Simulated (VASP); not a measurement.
# Na (P6_3/mmc) in VASP: notebook, part 2 of 2

VASP 6.6.1. Earlier steps stand in the parts before.

## (3) Single point, PBE (zz strain of +1 %)

INCAR reads:

```
PREC = Accurate
ENCUT = 520
EDIFF = 1E-6
ISMEAR = -1
SIGMA = 0.05
LREAL = F
LASPH = T
NELM = 100
ALGO = Normal
ISIF = 2
LWAVE = F
LCHARG = F
GGA = PE
NBANDS = 14
```

KPOINTS reads:

```
Automatic mesh
0
Gamma
  13 13 7
```

POSCAR reads:

```
Na
1.0
    3.7670009976      0.0000000000      0.0000000000
   -1.8835004988      3.2623185600      0.0000000000
    0.0000000000      0.0000000000      6.2155400000
Na
2
Direct
    0.3333333333      0.6666666667      0.2500000000
    0.6666666667      0.3333333333      0.7500000000
```

Potentials or basis: VASP PAW PBE potentials, release 64 (Na_pv).

Started as:

```
cat potpaw_PBE.64/Na_pv/POTCAR > POTCAR
mpirun -np 1 vasp_std > vasp.out
```

OUTCAR:

```text
PREC = Accurate
   ENCUT = 520
   EDIFF = 1E-6
   ISMEAR = -1
   LREAL = F
   LASPH = T
   NELM = 100
   ISIF = 2
   GGA = PE

 ion  position               nearest neighbor table
   1  0.333  0.667  0.250-
   2  0.667  0.333  0.750-

  LATTYP: Found a hexagonal cell.
 ALAT       =     3.7670009976
 C/A-ratio  =     1.6499969084

  Lattice vectors:

 A1 = (   3.7670009976,   0.0000000000,   0.0000000000)
 A2 = (  -1.8835004988,   3.2623185600,   0.0000000000)
 A3 = (   0.0000000000,   0.0000000000,   6.2155400000)

Analysis of symmetry for initial positions (statically):
=====================================================================
 Subroutine PRICEL returns:
 Original cell was already a primitive cell.

 Routine SETGRP: Setting up the symmetry group for a
 hexagonal supercell.

 Subroutine GETGRP returns: Found 24 space group operations
 (whereof 12 operations were pure point group operations)
 out of a pool of 24 trial point group operations.

The static configuration has the point symmetry D_3d.
[... 175 lines left out ...]
      4     -24.6763      2.00000
      5     -24.6763      2.00000
      6     -24.6756      2.00000
      7      -2.9726      2.00000
      8       0.7523      0.00007
      9       1.1126      0.00000
     10      10.1425      0.00000
     11      10.1426      0.00000
     12      10.4808      0.00000
     13      10.4808      0.00000
     14      10.5407      0.00000
[... 377 lines left out ...]
      1     -24.7026      2.00000
      2     -24.6854      2.00000
      3     -24.6825      2.00000
      4     -24.6819      2.00000
      5     -24.6775      2.00000
      6     -24.6772      2.00000
      7      -2.5463      2.00000
      8       0.2301      1.09553
      9       2.4168      0.00000
     10       6.9660      0.00000
     11       8.8163      0.00000
     12       8.8819      0.00000
     13       9.5995      0.00000
     14      10.5269      0.00000

 [... further k-points ...]

------------------------ aborting loop because EDIFF is reached ----------------------------------------

  FORCE on cell =-STRESS in cart. coord.  units (eV):
  Direction    XX          YY          ZZ          XY          YZ          ZX
  --------------------------------------------------------------------------------------
  -------------------------------------------------------------------------------------
  Total       -0.1063610     -0.1063610     -0.0931575      0.0000000     -0.0000000      0.0000000
  in kB       -2.2309607     -2.2309607     -1.9540124      0.0000000     -0.0000000      0.0000000
  external PRESSURE =      -2.1386446 kB  Pullay stress =       0.0000000 kB

 VOLUME and BASIS-vectors are now :
 -----------------------------------------------------------------------------
  energy-cutoff  :      520.00
  volume of cell :       76.38
      direct lattice vectors                 reciprocal lattice vectors
     3.767000998  0.000000000  0.000000000     0.265463163  0.153265229  0.000000000
    -1.883500499  3.262318560  0.000000000     0.000000000  0.306530457  0.000000000
     0.000000000  0.000000000  6.215540000     0.000000000  0.000000000  0.160887067

 POSITION                                       TOTAL-FORCE (eV/Angst)
 -----------------------------------------------------------------------------------
     -0.00000      2.17488      1.55388         0.000000     -0.000000      0.000000
      1.88350      1.08744      4.66165        -0.000000      0.000000     -0.000000
 -----------------------------------------------------------------------------------
    total drift:                               -0.000000      0.000000      0.000000

  FREE ENERGIE OF THE ION-ELECTRON SYSTEM (eV)
  ---------------------------------------------------
  free  energy   TOTEN  =        -2.6244826878 eV

  energy  without entropy=       -2.6168836323  energy(sigma->0) =       -2.62068316
```

Wall time 28 s (1 thread of Intel Xeon 6975P-C (Granite Rapids), shared host); peak memory 0.21 GiB.

What came out:

| Item | Value |
| --- | --- |
| Free energy | -2.6245 eV |
| Pressure | -0.2 GPa |
| Band gap on the k mesh | zero (band 7 reaches 1.67 eV, above the bottom of band 8 at -1.67 eV) |

Caveat: the cell differs from its parent crystal (zz strain of +1 %).

## (4) Single point, PBE (zz strain of +2 %)

INCAR reads:

```
SYSTEM = Na
PREC = Accurate
ENCUT = 520
EDIFF = 1E-6
ISMEAR = -1
SIGMA = 0.05
LREAL = .False.
LASPH = .True.
NELM = 100
ALGO = Normal
ISIF = 2
LWAVE = .False.
LCHARG = .False.
GGA = PE
NBANDS = 14
```

KPOINTS reads:

```
regular mesh
0
Gamma
  13 13 7
  0 0 0
```

Edit POSCAR of step 3 so:

```diff
@@ -4,3 +4,3 @@
    -1.8835004988      3.2623185600      0.0000000000
-    0.0000000000      0.0000000000      6.2155400000
+    0.0000000000      0.0000000000      6.2770800000
 Na
```

Started as:

```
cat potpaw_PBE.64/Na_pv/POTCAR > POTCAR
mpirun -np 1 vasp_std > vasp.out
```

Run time: 25 s. Hardware: 1 thread of Intel Xeon 6975P-C (Granite Rapids), shared host; peak memory 0.21 GiB.

The run converged. Its results:

| Quantity | Value |
| --- | --- |
| Free energy | -2.6233 eV |
| Pressure | -0.3 GPa |
| Band gap on the k mesh | zero (band 7 reaches 1.65 eV, above the bottom of band 8 at -1.71 eV) |

Stress tensor (GPa, compression positive):
```
-0.25  0.00  0.00
 0.00 -0.25  0.00
 0.00  0.00 -0.33
```

Levels at points of the mesh, in eV from the Fermi level:
```csv
k point,band 3,band 4,band 5,band 6,band 7,band 8,band 9,band 10,band 11,band 12
"(0.00, 0.00, 0.00)",-24.93,-24.93,-24.93,-24.93,-3.19,0.47,0.80,9.92,9.92,10.21
```

Caveat: the cell differs from its parent crystal (zz strain of +2 %).

## (5) Single point, PBE (zz strain of +3 %)

INCAR reads:

```
SYSTEM = Na
  PREC = Accurate
  ENCUT = 520
  EDIFF = 1E-6
  ISMEAR = -1
  SIGMA = 0.05
  LREAL = .False.
  LASPH = .True.
  NELM = 80
  ALGO = Normal
  ISIF = 2
  LWAVE = .False.
  LCHARG = .False.
  GGA = PE
  NBANDS = 14
```

KPOINTS is that of step 4.

Edit POSCAR of step 4 so:

```diff
@@ -4,3 +4,3 @@
    -1.8835004988      3.2623185600      0.0000000000
-    0.0000000000      0.0000000000      6.2770800000
+    0.0000000000      0.0000000000      6.3386200000
 Na
```

Started as:

```
cat potpaw_PBE.64/Na_pv/POTCAR > POTCAR
mpirun -np 1 vasp_std > vasp.out
```

It took 26 s on 1 thread of Intel Xeon 6975P-C (Granite Rapids), shared host; peak memory 0.21 GiB.

It converged, with:

```
Free energy            : -2.6214 eV
Pressure               : -0.3 GPa
Band gap on the k mesh : zero (band 7 reaches 1.64 eV, above the bottom of band 8 at -1.74 eV)
```

Stress tensor (GPa, compression positive):
```
-0.27  0.00  0.00
 0.00 -0.27  0.00
 0.00  0.00 -0.47
```

Levels at points of the mesh, in eV from the Fermi level:
```tsv
k point	band 4	band 5	band 6	band 7	band 8	band 9	band 10	band 11
(0.00, 0.00, 0.00)	-24.94	-24.94	-24.94	-3.18	0.42	0.73	9.94	9.94
```

Caveat: the cell differs from its parent crystal (zz strain of +3 %).

## (6) The runs side by side

| cell | gap on the mesh (eV) | pressure (GPa) |
| --- | --- | --- |
| a = 3.767, b = 3.767, c = 6.092 Å, angles 90.0, 90.0, 120.0°, 2 atoms | none | -0.1 |
| a = 3.767, b = 3.767, c = 6.216 Å, angles 90.0, 90.0, 120.0°, 2 atoms | none | -0.2 |
| a = 3.767, b = 3.767, c = 6.277 Å, angles 90.0, 90.0, 120.0°, 2 atoms | none | -0.3 |
| a = 3.767, b = 3.767, c = 6.339 Å, angles 90.0, 90.0, 120.0°, 2 atoms | none | -0.3 |

Alike in all rows: task single point; level PBE; potentials or basis VASP PAW PBE potentials, release 64 (Na_pv); no spin polarisation; k mesh 13 × 13 × 7; cutoff (eV) 520; smearing fermi-dirac 0.05 eV.

Absolute energies hang on the potentials; compare differences alone.
